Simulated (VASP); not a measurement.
Set up this calculation in VASP 6.6.1, as the native input.

```yaml
Task: single point
Functional: LDA
Potentials_or_basis: VASP PAW LDA potentials, release 64 (Pb_d, S)
Cutoff: 500 eV
k_mesh: 12 × 12 × 12
Occupations: gaussian, width 0.03 eV
Spin: no spin polarisation
Dipole_correction: no
Further_INCAR_settings: ALGO = Normal; EDIFF = 1e-06; NBANDS = 17
```

The structure of PbS lies in POSCAR:

```
PbS
1.0
    0.0000000000      2.7552471316      2.7552471316
    2.7552471316      0.0000000000      2.7552471316
    2.7552471316      2.7552471316      0.0000000000
Pb S
1 1
Direct
    0.0000000000      0.0000000000      0.0000000000
    0.5000000000      0.5000000000      0.5000000000
```

One way to write it, as run:

INCAR

```
ALGO = Normal ; EDIFF = 1E-6
ENCUT = 500 ; GGA_COMPAT = F
ISIF = 2 ; ISMEAR = 0
LASPH = T ; LCHARG = F
LREAL = F ; LWAVE = F
NBANDS = 17 ; NELM = 120
PREC = Accurate ; SIGMA = 0.03
```

KPOINTS

```
k-points
0
Gamma
  12 12 12
```

Potentials or basis: VASP PAW LDA potentials, release 64 (Pb_d, S).

Run with:

```console
$ cat potpaw_LDA.64/Pb_d/POTCAR potpaw_LDA.64/S/POTCAR > POTCAR
$ mpirun -np 1 vasp_std > vasp.out
```

Results of the run:

```yaml
Pressure: 16.8 GPa
Band_gap_on_the_k_mesh: 0.42 eV
```

Caveat: the cell stands under pressure; spin-orbit coupling is left out, which moves the levels of the heavy elements.

Wall time 32 s on 1 thread of Intel(R) Xeon(R) Platinum 8259CL CPU @ 2.50GHz (Skylake/Cascade Lake), on a shared host, peak memory 0.17 GiB.
